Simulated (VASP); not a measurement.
Here is a VASP 6.6.1 calculation.

File POSCAR:

```
CsH
1.0
    0.0000000000      3.1880000000      3.1880000000
    3.1880000000      0.0000000000      3.1880000000
    3.1880000000      3.1880000000      0.0000000000
Cs H
1 1
Direct
    0.0098023839      0.0098023839     -0.0098023839
    0.5000000000      0.5000000000      0.5000000000
```

INCAR.step1

```
SYSTEM = CsH
PREC = Accurate
ENCUT = 520
ISMEAR = 0
SIGMA = 0.05
LREAL = .FALSE.
LASPH = .TRUE.
NELM = 60
NBANDS = 12
GGA = PE
ALGO = Normal
EDIFF = 1E-4
LWAVE = .TRUE.
LCHARG = .FALSE.
```

INCAR.step2

```
SYSTEM = CsH
PREC = Accurate
ENCUT = 520
EDIFF = 1E-7
ISMEAR = 0
SIGMA = 0.05
LREAL = .FALSE.
LASPH = .TRUE.
NELM = 60
ALGO = Normal
ISIF = 2
LWAVE = .FALSE.
LCHARG = .FALSE.
METAGGA = R2SCAN
LMIXTAU = .TRUE.
NBANDS = 12
ISTART = 1
```

The input KPOINTS:

```
regular mesh
0
G
  6 6 6
  0 0 0
```

Potentials or basis: VASP PAW PBE potentials, release 64 (Cs_sv, H).

Command:

```console
$ cat potpaw_PBE.64/Cs_sv/POTCAR potpaw_PBE.64/H/POTCAR > POTCAR
$ cp INCAR.step1 INCAR
$ mpirun -np 1 vasp_std > vasp.out
$ cp INCAR.step2 INCAR
$ mpirun -np 1 vasp_std > vasp.out
```

(1) Predict the largest force.

(2) Predict the band gap on the k mesh.

(3) What does it give for the pressure?

## Answers

(1) 0.038 eV/Å.

(2) 2.67 eV, direct.

(3) 0.0 GPa.

Caveat: the cell differs from its parent crystal (all Cs atoms moved +0.062 Å, as atom 1 along Cartesian [0 0 1]); the PAW data sets were made with another functional, which shifts forces and pressure a little; spin-orbit coupling is left out, which moves the levels of the heavy elements.
